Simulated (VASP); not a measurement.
**In2TeC: single point with PBE**

The system is In2TeC.

```
In Te C
1.0
     2.58695   -2.98658    0.00000
     2.58695    2.98658    0.00000
     0.00000    0.00000    7.80694
In Te C
2 1 1
Direct
  0.50000 0.50000 0.72616
  0.50000 0.50000 0.27384
  0.00000 0.00000 0.50000
  0.50000 0.50000 0.50000
```

The cell was built from a structure type or drawn by symmetry, and may not be a known phase.

* Program: VASP 6.6.1
* Task: single point
* Functional: PBE
* Potentials or basis: VASP PAW PBE potentials, release 64 (In_d, Te, C)
* Cutoff: 520 eV
* k mesh: 4 × 4 × 2
* Occupations: gaussian, width 0.1 eV
* Spin: no spin polarisation

```
Pressure               : 18.7 GPa
Largest force          : 11.119 eV/Å
Band gap on the k mesh : zero (bands 18 and 19 overlap by 1.30 eV)
```

Forces on the atoms (eV/Å):
```
In    0.000   0.000  11.119
In    0.000   0.000 -11.119
Te    0.000   0.000   0.000
C     0.000   0.000   0.000
```

Stress tensor (GPa, compression positive):
```
 7.00  0.00  0.00
 0.00  2.05  0.00
 0.00  0.00 47.17
```

Levels at points of the mesh, in eV from the Fermi level:
```tsv
k point	band 14	band 15	band 16	band 17	band 18	band 19	band 20	band 21	band 22	band 23
(0.00, 0.00, 0.00)	-4.59	-3.36	-2.62	-0.44	0.53	1.08	3.57	3.79	4.18	4.59
(0.50, 0.00, 0.00)	-3.49	-2.30	-2.06	-1.34	-0.91	-0.10	1.00	1.11	3.55	5.62
(0.50, 0.50, 0.00)	-5.71	-5.41	-1.61	-1.01	0.07	0.73	1.87	2.17	2.75	2.79
(0.00, 0.00, 0.50)	-4.59	-2.62	-2.39	-1.37	-0.28	1.08	3.39	3.81	4.18	4.36
(0.50, 0.00, 0.50)	-3.55	-2.04	-1.81	-0.88	-0.86	-0.42	-0.06	1.80	2.61	4.95
(0.50, 0.50, 0.50)	-5.69	-5.44	-1.62	-0.20	-0.05	0.44	0.50	2.55	3.15	3.22
```

It took 110 s on 1 thread of Intel Xeon 8259CL (shared host), peak memory 0.24 GiB.

Caveat: the k points lie up to 0.40 Å⁻¹ apart, too coarse for converged energies and pressures of a metal; spin-orbit coupling is left out, which moves the levels of the heavy elements; forces of over 1 eV/Å act on the atoms, so gaps and moduli don't describe the material at rest.
